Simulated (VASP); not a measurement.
Pt: single point with PBEsol

Crystal: Pt.

```xyz
2
Lattice="0.0000 2.8080 2.8080 2.8080 0.0000 2.8080 2.8080 2.8080 0.0000" Properties=species:S:1:pos:R:3 pbc="T T T"
Pt    0.7020    0.7020    0.7020
Pt    4.9141    4.9141    4.9141
```

This isn't the form of Pt at room conditions, which is fcc.

```
Program                : VASP 6.6.1
Task                   : single point
Functional             : PBEsol
Potentials or basis    : VASP PAW PBE potentials, release 64 (Pt)
Cutoff                 : 520 eV
k mesh                 : 11 × 11 × 11
Occupations            : fermi-dirac, width 0.1 eV
Spin                   : no spin polarisation
Dipole correction      : no
Further INCAR settings : ALGO = Normal; EDIFF = 1e-06; NBANDS = 17
```

```
Pressure               : 5.5 GPa
Band gap on the k mesh : zero (bands 10 and 11 overlap by 0.67 eV)
```

Levels at points of the mesh, in eV from the Fermi level:
```
           k point  band 6  band 7  band 8  band 9  band 10  band 11  band 12  band 13  band 14  band 15
(0.00, 0.00, 0.00)   -4.80   -2.10   -2.10   -2.10    -0.06    -0.06    10.69    10.78    12.15    12.15
```

Run time: 54 s on 1 thread of AMD EPYC 7R13 (shared host), peak memory 0.16 GiB.

Caveat: the cell stands under pressure; the PAW data sets were made with another functional, which shifts forces and pressure a little; spin-orbit coupling is left out, which moves the levels of the heavy elements.
